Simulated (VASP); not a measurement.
Write the native input for VASP 6.6.1 that does the following.

* Task: single point
* Functional: PBE
* Potentials or basis: VASP PAW PBE potentials, release 64 (Ta_pv, Te)
* Cutoff: 520 eV
* k mesh: 8 × 8 × 8
* Occupations: fermi-dirac, width 0.05 eV
* Spin: no spin polarisation
* Dipole correction: no
* Further INCAR settings: ALGO = Normal; EDIFF = 1e-06; NBANDS = 16

The structure of TaTe lies in POSCAR:

```
TaTe
1.0
    3.2559463441      0.0000000000      0.0000000000
    0.0000000000      3.2559463441      0.0000000000
    0.0000000000      0.0000000000      3.2559463441
Ta Te
1 1
Direct
    0.5000000000      0.5000000000      0.5000000000
    0.0000000000      0.0000000000      0.0000000000
```

These files were run (other wordings do the same):

INCAR

```
PREC     = Accurate       # precision mode
ENCUT    = 520            # plane-wave cutoff, eV
EDIFF    = 1E-6           # SCF threshold, eV
ISMEAR   = -1             # smearing method
SIGMA    = 0.05           # smearing width, eV
LREAL    = F              # projectors in reciprocal space
LASPH    = T              # aspherical terms in the spheres
NELM     = 60             # most SCF steps
ALGO     = Normal         # electronic algorithm
ISIF     = 2              # what is computed and relaxed
LWAVE    = F              # write WAVECAR
LCHARG   = F              # write CHGCAR
GGA      = PE             # functional
NBANDS   = 16             # bands
```

KPOINTS

```
Automatic mesh
0
Gamma
  8 8 8
```

Potentials or basis: VASP PAW PBE potentials, release 64 (Ta_pv, Te).

Launch:

```sh
$ cat potpaw_PBE.64/Ta_pv/POTCAR potpaw_PBE.64/Te/POTCAR > POTCAR
$ mpirun -np 1 vasp_std > vasp.out
```

Results of the run:

* Pressure: 30.2 GPa

Run time: 11 s on 1 thread of Intel(R) Xeon(R) Platinum 8488C (Sapphire Rapids), with other jobs on the host, peak memory 0.15 GiB.
